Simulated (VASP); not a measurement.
Write the native input for VASP 6.6.1 that does the following.

* Task: relaxation of cell and atoms
* Functional: PBEsol
* Dispersion: D3(BJ)
* Potentials or basis: VASP PAW PBE potentials, release 64 (Pb_d)
* Cutoff: 600 eV
* k mesh: 9 × 9 × 9
* Occupations: fermi-dirac, width 0.05 eV
* Spin: no spin polarisation
* Dipole correction: no
* Further INCAR settings: ALGO = Fast; EDIFF = 1e-06; IBRION = 2; EDIFFG = -0.01; NSW = 60; ISIF = 3

The structure of Pb lies in POSCAR:

```
Pb
1.0
   -1.9796595667      1.9796595667      1.9796595667
    1.9796595667     -1.9796595667      1.9796595667
    1.9796595667      1.9796595667     -1.9796595667
Pb
1
Direct
    0.0000000000      0.0000000000      0.0000000000
```

This isn't the form of Pb at room conditions, which is fcc.

These files were run (other wordings do the same):

INCAR

```
SYSTEM = Pb
PREC     = Accurate       ! precision mode
ENCUT    = 600            ! plane-wave cutoff, eV
EDIFF    = 1E-6           ! SCF threshold, eV
ISMEAR   = -1             ! smearing method
SIGMA    = 0.05           ! smearing width, eV
LREAL    = .False.        ! projectors in reciprocal space
LASPH    = .True.         ! aspherical terms in the spheres
NELM     = 100            ! most SCF steps
ALGO     = Fast           ! electronic algorithm
ISIF     = 3              ! what is computed and relaxed
LWAVE    = .False.        ! write WAVECAR
LCHARG   = .False.        ! write CHGCAR
GGA      = PS             ! functional
IVDW     = 12             ! dispersion correction
IBRION   = 2              ! ionic algorithm
NSW      = 60             ! ionic steps
EDIFFG   = -0.01          ! ionic threshold
```

KPOINTS

```
Automatic mesh
0
Gamma
  9 9 9
  0 0 0
```

Potentials or basis: VASP PAW PBE potentials, release 64 (Pb_d).

The run is started by

```bash
$ cat potpaw_PBE.64/Pb_d/POTCAR > POTCAR
$ mpirun -np 1 vasp_std > vasp.out
```

Results of the run:

```yaml
Relaxed_volume: 28.13 Å³/atom
Relaxed_cell: a = 3.319 Å, b = 3.319 Å, c = 3.319 Å, α = 109.47°, β = 109.47°, γ = 109.47°
Space_group_after_relaxing_to_0.1_Å: Im-3m (No. 229)
Energy_gained_by_relaxing: 42.4 meV/atom
Ionic_steps: 3
Pressure_after_relaxing: 0.0 GPa
Band_gap_on_the_k_mesh: zero (bands 7 and 8 overlap by 10.62 eV)
Dispersion_energy_per_atom: -0.477 eV
```

Caveat: the PAW data sets were made with another functional, which shifts forces and pressure a little; spin-orbit coupling is left out, which moves the levels of the heavy elements.

Run time: 68 s on 1 thread of Intel Xeon 8259CL (shared host), peak memory 0.17 GiB.
